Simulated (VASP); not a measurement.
# FeO (R-3m) in VASP: further runs, part 2 of 2

VASP 6.6.1. Earlier steps stand in the parts before.

### 3 Single point, LDA+U, collinear spin, antiferromagnetic start

INCAR reads:

```
PREC = Accurate ; ENCUT = 600
EDIFF = 1E-6 ; ISMEAR = 0
SIGMA = 0.05 ; LREAL = F
LASPH = T ; NELM = 200
ALGO = Normal ; ISIF = 2
LWAVE = F ; LCHARG = T
ISPIN = 2 ; MAGMOM = 3.63 -3.63 0 0
LORBIT = 11 ; LMAXMIX = 4
LDAU = T ; LDAUTYPE = 2
LDAUL = 2 -1 ; LDAUU = 1 0
LDAUJ = 0 0 ; LDAUPRINT = 1
GGA = CA ; LELF = T
LVHAR = T ; NBANDS = 26
GGA_COMPAT = F
```

KPOINTS reads:

```
Automatic mesh
0
Gamma
  8 8 4
```

POSCAR reads:

```
FeO
1.0
    1.5176821100      0.8762341800      2.5157945800
   -1.5176821100      0.8762341800      2.5157945800
    0.0000000000     -3.5049367000      5.0315891600
Fe O
2 2
Direct
    0.0000000000      0.0000000000      0.0000000000
    0.0000000000      0.0000000000      0.5000000000
    0.5000000000      0.5000000000      0.2500000000
    0.5000000000      0.5000000000      0.7500000000
```

Potentials or basis: VASP PAW LDA potentials, release 64 (Fe, O).

Launch:

```
> cat potpaw_LDA.64/Fe/POTCAR potpaw_LDA.64/O/POTCAR > POTCAR
> mpirun -np 1 vasp_std > vasp.out
```

OUTCAR:

```text
PREC = Accurate
   ENCUT = 600
   EDIFF = 1E-6
   ISMEAR = 0
   LREAL = F
   LASPH = T
   NELM = 200
   ISIF = 2
   ISPIN = 2
   LORBIT = 11
   GGA = CA

 ion  position               nearest neighbor table
   1  0.000  0.000  0.000-   3 2.16   4 2.16   3 2.16   4 2.16   4 2.16   3 2.16   2 3.04   2 3.04
                             2 3.04   2 3.04   2 3.07   2 3.07
   2  0.000  0.000  0.500-   3 2.16   4 2.16   3 2.16   4 2.16   3 2.16   4 2.16   1 3.04   1 3.04
                             1 3.04   1 3.04   1 3.07   1 3.07
   3  0.500  0.500  0.250-   1 2.16   2 2.16   1 2.16   2 2.16   1 2.16   2 2.16
   4  0.500  0.500  0.750-   1 2.16   2 2.16   1 2.16   2 2.16   2 2.16   1 2.16

  LATTYP: Found a base centered monoclinic cell.
 ALAT       =     5.3280423072
 B/A-ratio  =     0.5696959680
 C/A-ratio  =     0.9867423637
 COS(beta)  =    -0.3289141225

  Lattice vectors:

 A1 = (   1.5176821100,   0.8762341800,   2.5157945800)
[... 1721 lines left out ...]

------------------------ aborting loop because EDIFF is reached ----------------------------------------

  FORCE on cell =-STRESS in cart. coord.  units (eV):
  Direction    XX          YY          ZZ          XY          YZ          ZX
  --------------------------------------------------------------------------------------
  -------------------------------------------------------------------------------------
  Total       -5.0380973     -2.8631989     -4.9629708      0.0000000     -0.7665450      0.0000000
  in kB     -201.0572351   -114.2627490   -198.0591329      0.0000000    -30.5907969      0.0000000
  external PRESSURE =    -171.1263723 kB  Pullay stress =       0.0000000 kB

 VOLUME and BASIS-vectors are now :
 -----------------------------------------------------------------------------
  energy-cutoff  :      600.00
  volume of cell :       40.15
      direct lattice vectors                 reciprocal lattice vectors
     1.517682110  0.876234180  2.515794580     0.329449755  0.190207905  0.132496244
    -1.517682110  0.876234180  2.515794580    -0.329449755  0.190207905  0.132496244
     0.000000000 -3.504936700  5.031589160     0.000000000 -0.190207905  0.066248122

 POSITION                                       TOTAL-FORCE (eV/Angst)
 -----------------------------------------------------------------------------------
      0.00000      0.00000      0.00000        -0.000000     -0.000000      0.000000
      0.00000     -1.75247      2.51579        -0.000000     -0.000000      0.000000
      0.00000      0.00000      3.77369         0.000000     -0.000000     -0.000000
      0.00000     -1.75247      6.28949         0.000000      0.000000      0.000000
 -----------------------------------------------------------------------------------
    total drift:                               -0.000000     -0.000000     -0.000000

  FREE ENERGIE OF THE ION-ELECTRON SYSTEM (eV)
  ---------------------------------------------------
  free  energy   TOTEN  =       -31.6273031587 eV

  energy  without entropy=      -31.6213648431  energy(sigma->0) =      -31.62433400

 total charge

# of ion       s       p       d       tot
------------------------------------------
    1        0.290   0.359   6.139   6.788
    2        0.290   0.359   6.139   6.788
    3        1.544   3.400   0.000   4.944
    4        1.544   3.400   0.000   4.944
--------------------------------------------------
tot          3.669   7.518  12.278  23.465

 magnetization (x)

# of ion       s       p       d       tot
------------------------------------------
    1        0.001   0.003   3.450   3.454
    2       -0.001  -0.003  -3.450  -3.454
    3        0.000   0.000   0.000   0.000
    4        0.000   0.000   0.000   0.000
--------------------------------------------------
tot          0.000   0.000   0.000   0.000
```

stdout:

```text
POSCAR found type information on POSCAR FeO
 POSCAR found :  2 types and       4 ions
 scaLAPACK will be used
 LDA part: xc-table for (Slater(with rela. corr.)+CA(PZ))
 , standard interpolation
 -----------------------------------------------------------------------------
|                                                                             |
|           W    W    AA    RRRRR   N    N  II  N    N   GGGG   !!!           |
|           W    W   A  A   R    R  NN   N  II  NN   N  G    G  !!!           |
|           W    W  A    A  R    R  N N  N  II  N N  N  G       !!!           |
|           W WW W  AAAAAA  RRRRR   N  N N  II  N  N N  G  GGG   !            |
|           WW  WW  A    A  R   R   N   NN  II  N   NN  G    G                |
|           W    W  A    A  R    R  N    N  II  N    N   GGGG   !!!           |
|                                                                             |
|     Your reciprocal lattice and k-lattice belong to different lattice       |
|     classes:                                                                |
|                                                                             |
|        The reciprocal lattice is base-centered monoclinic,                  |
|        whereas your k-lattice is rhombohedral (trigonal).                   |
|                                                                             |
|     Results are often still useful ...                                      |
|                                                                             |
 -----------------------------------------------------------------------------

 POSCAR, INCAR and KPOINTS ok, starting setup
 FFT: planning ... GRIDC
 FFT: planning ... GRID_SOFT
 FFT: planning ... GRID
 WAVECAR not read
 entering main loop
```

It took 5 min on 1 thread of Oxide Virtual Turin-like, shared host; peak memory 0.23 GiB.

What came out:

| Property | Result |
| --- | --- |
| Free energy | -31.6273 eV |
| Pressure | -17.1 GPa |
| Band gap on the k mesh | zero (filled and empty bands overlap) |
| Net moment | 0.00 μB per cell |
| Site moments | Fe +3.45, -3.45; O +0.00 μB |
| Valence electrons inside the program's atomic spheres | Fe 6.79; O 4.94 |

Stress tensor (GPa, compression positive):
```
-20.11   0.00   0.00
  0.00 -11.43  -3.06
  0.00  -3.06 -19.81
```

Eigenvalues of the final occupation matrices:
```
    site  spin  trace               eigenvalues
site 1 d     1   4.81  0.95 0.95 0.95 0.98 0.98
site 1 d     2   1.36  0.17 0.17 0.19 0.40 0.42
site 2 d     1   1.36  0.17 0.17 0.19 0.40 0.42
site 2 d     2   4.81  0.95 0.95 0.95 0.98 0.98
```

Caveat: the stress differs along the axes, from -20 to -11 GPa. The state reached can hang on the start; a lower one may exist.

### 4 Single point, LDA+U, collinear spin, antiferromagnetic start

INCAR reads:

```
SYSTEM = FeO
ALGO = Normal
EDIFF = 1E-6
ENCUT = 600
GGA_COMPAT = .False.
ISIF = 2
ISMEAR = 0
ISPIN = 2
LASPH = .True.
LCHARG = .False.
LDAU = .True.
LDAUJ = 0 0
LDAUL = 2 -1
LDAUPRINT = 1
LDAUTYPE = 2
LDAUU = 1 0
LMAXMIX = 4
LORBIT = 11
LREAL = .False.
LWAVE = .False.
MAGMOM = 3.63 -3.63 0 0
NBANDS = 26
NELM = 200
PREC = Accurate
SIGMA = 0.05
```

KPOINTS reads:

```
k-points
0
Gamma
  8 8 4
  0 0 0
```

POSCAR is that of step 3.

Launch:

```
> cat potpaw_LDA.64/Fe/POTCAR potpaw_LDA.64/O/POTCAR > POTCAR
> mpirun -np 1 vasp_std > vasp.out
```

Wall time 5.5 min (1 thread of Oxide Virtual Turin-like, shared host); peak memory 0.23 GiB.

Results (log left out):

- Free energy: -31.6273 eV
- Pressure: -17.1 GPa
- Band gap on the k mesh: zero (filled and empty bands overlap)
- Net moment: 0.00 μB per cell
- Site moments: Fe +3.45, -3.45; O +0.00 μB
- Valence electrons inside the program's atomic spheres: Fe 6.79; O 4.94

Stress tensor (GPa, compression positive):
```
-20.11   0.00   0.00
  0.00 -11.43  -3.06
  0.00  -3.06 -19.81
```

Levels at points of the mesh, in eV from the Fermi level:
Spin up:
| k point | band 12 | band 13 | band 14 | band 15 | band 16 | band 17 |
| --- | --- | --- | --- | --- | --- | --- |
| (0.00, 0.00, 0.00) | -2.34 | -2.32 | -0.17 | -0.12 | 0.25 | 0.45 |
| (0.50, 0.00, 0.00) | -1.97 | -1.71 | -0.41 | 0.59 | 0.78 | 2.00 |
| (0.50, 0.50, 0.00) | -1.94 | -1.73 | -0.46 | 0.56 | 0.79 | 1.98 |
| (0.00, 0.00, 0.50) | -1.37 | -1.36 | -0.26 | -0.21 | -0.06 | 1.53 |
| (0.50, 0.00, 0.50) | -1.71 | -1.53 | -0.70 | 0.57 | 0.79 | 1.62 |
| (0.50, 0.50, 0.50) | -1.74 | -1.52 | -0.73 | 0.55 | 0.79 | 1.62 |
Spin down:
```tsv
k point	band 11	band 12	band 13	band 14	band 15	band 16	band 17	band 18
(0.00, 0.00, 0.00)	-3.50	-2.34	-2.32	-0.17	-0.12	0.25	0.45	1.89
(0.50, 0.00, 0.00)	-2.87	-1.97	-1.71	-0.41	0.59	0.78	2.00	2.11
(0.50, 0.50, 0.00)	-2.95	-1.94	-1.73	-0.46	0.56	0.79	1.98	2.07
(0.00, 0.00, 0.50)	-3.26	-1.37	-1.36	-0.26	-0.21	-0.06	1.53	1.54
(0.50, 0.00, 0.50)	-2.72	-1.71	-1.53	-0.70	0.57	0.79	1.62	1.66
(0.50, 0.50, 0.50)	-2.81	-1.74	-1.52	-0.73	0.55	0.79	1.62	1.63
```

Eigenvalues of the final occupation matrices:
```csv
site,spin,trace,eigenvalues
site 1 d,1,4.81,0.95 0.95 0.95 0.98 0.98
site 1 d,2,1.36,0.17 0.17 0.19 0.40 0.42
site 2 d,1,1.36,0.17 0.17 0.19 0.40 0.42
site 2 d,2,4.81,0.95 0.95 0.95 0.98 0.98
```

Caveat: the stress differs along the axes, from -20 to -11 GPa.

### 5 Single point, LDA+U, collinear spin, antiferromagnetic start

INCAR reads:

```
SYSTEM = FeO
ALGO = Normal
EDIFF = 1E-6
ENCUT = 600
GGA_COMPAT = .FALSE.
ISIF = 2
ISMEAR = 0
ISPIN = 2
LASPH = .TRUE.
LCHARG = .FALSE.
LDAU = .TRUE.
LDAUJ = 0 0
LDAUL = 2 -1
LDAUPRINT = 1
LDAUTYPE = 2
LDAUU = 1 0
LMAXMIX = 4
LORBIT = 11
LREAL = .FALSE.
LWAVE = .FALSE.
MAGMOM = 4 -4 0 0
NBANDS = 26
NELM = 200
PREC = Accurate
SIGMA = 0.05
```

KPOINTS reads:

```
k-points
0
G
  8 8 4
  0 0 0
```

POSCAR is that of step 4.

Launch:

```
> cat potpaw_LDA.64/Fe/POTCAR potpaw_LDA.64/O/POTCAR > POTCAR
> mpirun -np 1 vasp_std > vasp.out
```

Run time: 4.4 min. Hardware: 1 thread of Oxide Virtual Turin-like, shared host; peak memory 0.23 GiB.

Results (log left out):

```
Free energy                                           : -31.6273 eV
Pressure                                              : -17.1 GPa
Band gap on the k mesh                                : zero (filled and empty bands overlap)
Net moment                                            : 0.00 μB per cell
Site moments                                          : Fe +3.45, -3.45; O +0.00 μB
Valence electrons inside the program's atomic spheres : Fe 6.79; O 4.94
```

Stress tensor (GPa, compression positive):
```
-20.11   0.00   0.00
  0.00 -11.43  -3.06
  0.00  -3.06 -19.81
```

Levels at points of the mesh, in eV from the Fermi level:
Spin up:
```
           k point  band 11  band 12  band 13  band 14  band 15  band 16  band 17  band 18
(0.00, 0.00, 0.00)    -3.50    -2.34    -2.32    -0.17    -0.12     0.25     0.45     1.89
(0.50, 0.00, 0.00)    -2.87    -1.97    -1.71    -0.41     0.59     0.78     2.00     2.11
(0.50, 0.50, 0.00)    -2.95    -1.94    -1.73    -0.46     0.56     0.79     1.98     2.07
(0.00, 0.00, 0.50)    -3.26    -1.37    -1.36    -0.26    -0.21    -0.06     1.53     1.54
(0.50, 0.00, 0.50)    -2.72    -1.71    -1.53    -0.70     0.57     0.79     1.62     1.66
(0.50, 0.50, 0.50)    -2.81    -1.74    -1.52    -0.73     0.55     0.79     1.62     1.63
```
Spin down:
| k point | band 11 | band 12 | band 13 | band 14 | band 15 | band 16 | band 17 | band 18 |
| --- | --- | --- | --- | --- | --- | --- | --- | --- |
| (0.00, 0.00, 0.00) | -3.50 | -2.34 | -2.32 | -0.17 | -0.12 | 0.25 | 0.45 | 1.89 |
| (0.50, 0.00, 0.00) | -2.87 | -1.97 | -1.71 | -0.41 | 0.59 | 0.78 | 2.00 | 2.11 |
| (0.50, 0.50, 0.00) | -2.95 | -1.94 | -1.73 | -0.46 | 0.56 | 0.79 | 1.98 | 2.07 |
| (0.00, 0.00, 0.50) | -3.26 | -1.37 | -1.36 | -0.26 | -0.21 | -0.06 | 1.53 | 1.54 |
| (0.50, 0.00, 0.50) | -2.72 | -1.71 | -1.53 | -0.70 | 0.57 | 0.79 | 1.62 | 1.66 |
| (0.50, 0.50, 0.50) | -2.81 | -1.74 | -1.52 | -0.73 | 0.55 | 0.79 | 1.62 | 1.63 |

Eigenvalues of the final occupation matrices:
```
    site  spin  trace               eigenvalues
site 1 d     1   4.81  0.95 0.95 0.95 0.98 0.98
site 1 d     2   1.36  0.17 0.17 0.19 0.40 0.42
site 2 d     1   1.36  0.17 0.17 0.19 0.40 0.42
site 2 d     2   4.81  0.95 0.95 0.95 0.98 0.98
```

Caveat: the stress differs along the axes, from -20 to -11 GPa.
